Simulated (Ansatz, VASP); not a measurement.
# AlN in VASP and in Ansatz

```
CELL_PARAMETERS angstrom
3.11100 0.00000 0.00000
-1.55550 2.69421 0.00000
0.00000 0.00000 4.97800
ATOMIC_POSITIONS crystal
Al 0.33333 0.66667 0.00000
Al 0.66667 0.33333 0.50000
N 0.34748 0.67374 0.38256
N 0.66667 0.33333 0.88500
```

Alike in both runs: task single point; functional PBE; k mesh 12 × 12 × 6; occupations gaussian, width 0.05 eV; no spin polarisation.

|  | VASP | Ansatz |
| --- | --- | --- |
| version | VASP 6.6.1 | Ansatz 0.2.0 |
| potentials or method | VASP PAW PBE potentials, release 64 (Al, N), cutoff 520 eV | scalar-relativistic, plane waves, PAW |
| valence electrons in the cell | 16 | 16 |

Ansatz gave:

- gap on the k mesh at the Fermi level (eV): 4.16
- least direct gap on the mesh (eV): 4.16
- pressure (GPa): 4.2
- traceless stress, the component that is largest in VASP (GPa): -1.33
- rms of the force components (eV/Å): 0.236

Which values does VASP return?

gap on the k mesh at the Fermi level (eV): 4.18; least direct gap on the mesh (eV): 4.18; pressure (GPa): 3.9; traceless stress, the component that is largest in VASP (GPa): -1.34; rms of the force components (eV/Å): 0.237.

Atom by atom the forces differ by 0.001 eV/Å (rms over components).
